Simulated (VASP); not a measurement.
A run of VASP 6.6.1 is set up as follows.

INCAR

```
SYSTEM = AgAuCl4
PREC = Accurate
ENCUT = 520
EDIFF = 1E-6
ISMEAR = 1
SIGMA = 0.15
LREAL = .FALSE.
LASPH = .TRUE.
NELM = 80
ALGO = Normal
ISIF = 2
LWAVE = .FALSE.
LCHARG = .FALSE.
GGA = PE
NBANDS = 62
```

Contents of KPOINTS:

```
Automatic mesh
0
G
  2 3 2
  0 0 0
```

Contents of POSCAR:

```
AgAuCl4
1.0
    6.7519910000     -0.7420080000      0.1719440000
   -0.8182760000      6.1075900000     -0.3901110000
    0.0536920000      0.0983380000      7.8508040000
Cl Ag Au
8 2 2
Direct
    0.2781022674      0.8072435844      0.3885503428
    0.0362212007      0.1069946739      0.0831399919
    0.4326674537      0.4357615922      0.2877989080
    0.0048016532      0.8327740841      0.7558542686
    0.4418667345      0.9703133008      0.1208163595
    0.8238767174      0.9783769676      0.3560346124
    0.8094173278      0.5251069387      0.4903317596
    0.5158661206      0.2974241945      0.8902942126
    0.9000458497      0.5019746636      0.0977118209
    0.0918221199      0.3357824973      0.7181448146
    0.4895133856      0.1778598718      0.5177212681
    0.5162731515      0.7229153878      0.7276435858
```

Potentials or basis: VASP PAW PBE potentials, release 64 (Cl, Ag, Au).

Run with:

```bash
$ cat potpaw_PBE.64/Cl/POTCAR potpaw_PBE.64/Ag/POTCAR potpaw_PBE.64/Au/POTCAR > POTCAR
$ mpirun -np 1 vasp_std > vasp.out
```

(1) What does it give for the band gap on the k mesh?

(2) What does it give for the pressure?

Results:

(1) zero (band 50 reaches 1.46 eV, above the bottom of band 51 at 1.36 eV).

(2) -3.2 GPa.

Caveat: the k points lie up to 0.48 Å⁻¹ apart; spin-orbit coupling is left out, which moves the levels of the heavy elements.
